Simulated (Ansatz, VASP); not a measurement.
# One calculation of MgO, two programs

The input INCAR:

```
PREC = Accurate
ENCUT = 520
EDIFF = 1E-6
ISMEAR = 0
SIGMA = 0.05
LREAL = False
LASPH = True
NELM = 100
ALGO = Normal
ISIF = 2
LWAVE = False
LCHARG = True
GGA = PS
LELF = True
LVHAR = True
NBANDS = 11
```

Contents of KPOINTS:

```
regular mesh
0
Gamma
  10 10 10
```

The input POSCAR:

```
MgO
1.0
    0.0000000000      2.0544280775      2.0544280775
    2.0544280775      0.0000000000      2.0544280775
    2.0544280775      2.0544280775      0.0000000000
Mg O
1 1
Direct
    0.0000000000      0.0000000000      0.0000000000
    0.5000000000      0.5000000000      0.5000000000
```

Input for Ansatz:

```yaml
crystal:
  lattice:
    - [0.0, 2.0544280775, 2.0544280775]
    - [2.0544280775, 0.0, 2.0544280775]
    - [2.0544280775, 2.0544280775, 0.0]
  atoms:
    - { symbol: Mg, position: [0.0, 0.0, 0.0] }
    - { symbol: O, position: [0.5, 0.5, 0.5] }
basis:
  ecutwfc: 420
kpoints:
  mp_grid: { grid: [10, 10, 10] }
hamiltonian:
  xc: pbesol
scf:
  occupations: { method: gaussian, width: 0.05 }
output:
  forces: true
  stress: true
  eigenvalues: true
```

Change from the starting cell: strain -0.025 along x and y, -0.025 along z, atoms carried along.

Alike in both runs: task single point; functional PBEsol; k mesh 10 × 10 × 10; occupations gaussian, width 0.05 eV; no spin polarisation.

|  | VASP | Ansatz |
| --- | --- | --- |
| version | VASP 6.6.1 | Ansatz 0.2.0 |
| potentials or method | VASP PAW PBE potentials, release 64 (Mg, O), cutoff 520 eV | scalar-relativistic, plane waves, PAW |
| valence electrons in the cell | 8 | 16 |

|  | VASP | Ansatz | Ansatz less VASP |
| --- | --- | --- | --- |
| gap on the k mesh at the Fermi level (eV) | 5.39 | 5.38 | -0.005 |
| least direct gap on the mesh (eV) | 5.39 | 5.38 | -0.005 |
| pressure (GPa) | 13.6 | 14.0 | +0.36 |

VASP's potentials were made for PBE, not for PBEsol. VASP's potentials hold 8 valence electrons a cell and Ansatz's 16, so a difference there can come from the potentials and not from the codes.
